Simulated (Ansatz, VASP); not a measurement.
Two plane-wave programs on Ta3Bi2I3

```xyz
8
Lattice="4.9811 0.0000 0.0000 -2.4906 4.3138 0.0000 0.0000 0.0000 11.2353" Properties=species:S:1:pos:R:3 pbc="T T T"
Ta    0.0000    0.0000    0.0000
Ta    0.0000    0.0000    8.6076
Ta    0.0000    0.0000    2.6277
Bi    0.0000    2.8759    3.0497
Bi    2.4906    1.4379    8.1857
I     0.0000    2.8759   -0.9070
I     2.4906    1.4379   12.1423
I     0.0000    0.0000    5.6177
```

Alike in both runs: functional PBE; k mesh 3 × 3 × 1; occupations gaussian, width 0.15 eV; no spin polarisation.

Ansatz relaxed the structure, and its values are those at the end. VASP's run is a single point on that final structure, the one shown.

|  | VASP | Ansatz |
| --- | --- | --- |
| version | VASP 6.6.1 | Ansatz 0.2.0 |
| potentials or method | VASP PAW PBE potentials, release 64 (Ta_pv, Bi_d, I), cutoff 520 eV | scalar-relativistic, plane waves, PAW |
| valence electrons in the cell | 84 | 120 |

|  | VASP | Ansatz | Ansatz less VASP |
| --- | --- | --- | --- |
| gap on the k mesh at the Fermi level (eV) | 0.22 | 0.22 | 0.000 |
| least direct gap on the mesh (eV) | 0.31 | 0.31 | -0.001 |
| pressure (GPa) | 0.0 | 0.0 | +0.02 |
| rms of the force components (eV/Å) | 0.008 | 0.007 | -0.0010 |

The functional is the same, so the differences come from potentials, cutoffs and numerics. VASP's potentials hold 84 valence electrons a cell and Ansatz's 120, so a difference there can come from the potentials and not from the codes.

The k mesh is coarse, so the values compare programs but aren't converged. Spin-orbit coupling is off throughout.
